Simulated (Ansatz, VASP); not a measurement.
# One calculation of Li2YZnC6N6, two programs

Contents of INCAR:

```
SYSTEM = Li2YZnC6N6
PREC = Accurate
ENCUT = 520
EDIFF = 1E-6
ISMEAR = 0
SIGMA = 0.1
LREAL = Auto
LASPH = .True.
NELM = 100
ALGO = Normal
ISIF = 2
LWAVE = .False.
LCHARG = .False.
GGA = PE
NBANDS = 56
```

KPOINTS

```
Automatic mesh
0
Gamma
  6 6 6
  0 0 0
```

The input POSCAR:

```
Li2YZnC6N6
1.0
    0.0000000000      5.7522921300      5.7522921300
    5.7522921300      0.0000000000      5.7522921300
    5.7522921300      5.7522921300      0.0000000000
Li Y Zn C N
2 1 1 6 6
Direct
    0.2500000000      0.2500000000      0.2500000000
    0.7500000000      0.7500000000      0.7500000000
    0.5000000000      0.5000000000      0.5000000000
    0.0000000000      0.0000000000      0.0000000000
    0.8068542528      0.1931457472      0.1931457472
    0.1931457472      0.8068542528      0.1931457472
    0.1931457472      0.1931457472      0.8068542528
    0.1931457472      0.8068542528      0.8068542528
    0.8068542528      0.1931457472      0.8068542528
    0.8068542528      0.8068542528      0.1931457472
    0.7047585508      0.2952414492      0.2952414492
    0.2952414492      0.7047585508      0.2952414492
    0.2952414492      0.2952414492      0.7047585508
    0.2952414492      0.7047585508      0.7047585508
    0.7047585508      0.2952414492      0.7047585508
    0.7047585508      0.7047585508      0.2952414492
```

Input for Ansatz:

```yaml
crystal:
  lattice:
    - [0.0, 5.75229213, 5.75229213]
    - [5.75229213, 0.0, 5.75229213]
    - [5.75229213, 5.75229213, 0.0]
  atoms:
    - { symbol: Li, position: [0.25, 0.25, 0.25] }
    - { symbol: Li, position: [0.75, 0.75, 0.75] }
    - { symbol: "Y", position: [0.5, 0.5, 0.5] }
    - { symbol: Zn, position: [0.0, 0.0, 0.0] }
    - { symbol: C, position: [0.8068542528, 0.1931457472, 0.1931457472] }
    - { symbol: C, position: [0.1931457472, 0.8068542528, 0.1931457472] }
    - { symbol: C, position: [0.1931457472, 0.1931457472, 0.8068542528] }
    - { symbol: C, position: [0.1931457472, 0.8068542528, 0.8068542528] }
    - { symbol: C, position: [0.8068542528, 0.1931457472, 0.8068542528] }
    - { symbol: C, position: [0.8068542528, 0.8068542528, 0.1931457472] }
    - { symbol: "N", position: [0.7047585508, 0.2952414492, 0.2952414492] }
    - { symbol: "N", position: [0.2952414492, 0.7047585508, 0.2952414492] }
    - { symbol: "N", position: [0.2952414492, 0.2952414492, 0.7047585508] }
    - { symbol: "N", position: [0.2952414492, 0.7047585508, 0.7047585508] }
    - { symbol: "N", position: [0.7047585508, 0.2952414492, 0.7047585508] }
    - { symbol: "N", position: [0.7047585508, 0.7047585508, 0.2952414492] }
basis:
  ecutwfc: 420
kpoints:
  mp_grid: { grid: [6, 6, 6] }
  band_path:
    path:
      - [[0.0, 0.0, 0.0], [0.5, 0.0, 0.5], [0.625, 0.25, 0.625]]
      - [[0.375, 0.375, 0.75], [0.0, 0.0, 0.0], [0.5, 0.5, 0.5], [0.5, 0.25, 0.75], [0.5, 0.0, 0.5]]
    npoints: 10
hamiltonian:
  xc: pbe
scf:
  occupations: { method: gaussian, width: 0.1 }
  n_extra_bands: 40
output:
  forces: true
  stress: true
  eigenvalues: true
  populations: true
  dos: { projected: true, de: 0.02, nscf_kmesh: { grid: [8, 8, 8] } }
  bader: false
  write_density: true
  write_potential: true
  elf: true
  volumetric_format: npy
```

Alike in both runs: task single point; functional PBE; k mesh 6 × 6 × 6; occupations gaussian, width 0.1 eV; no spin polarisation.

|  | VASP | Ansatz |
| --- | --- | --- |
| version | VASP 6.6.1 | Ansatz 0.2.0 |
| potentials or method | VASP PAW PBE potentials, release 64 (Li_sv, Y_sv, Zn, C, N), cutoff 520 eV | scalar-relativistic, plane waves, PAW |
| valence electrons in the cell | 83 | 83 |

```csv
,VASP,Ansatz,Ansatz less VASP
gap on the k mesh at the Fermi level (eV),none,none,-
rms of the force components (eV/Å),0.191,0.003,-0.1880
```

Atom by atom the forces differ by 0.191 eV/Å (rms over components). A gap of «none» marks a metal or a gap that the smearing closes. One of these differences is far larger than is usual between the two programs; its cause wasn't traced.

Noted on VASP's run: the cutoff is under 1.25 times that of the potentials, so the pressure is a little rough; the standard files for N, O and F lose accuracy on very short bonds.
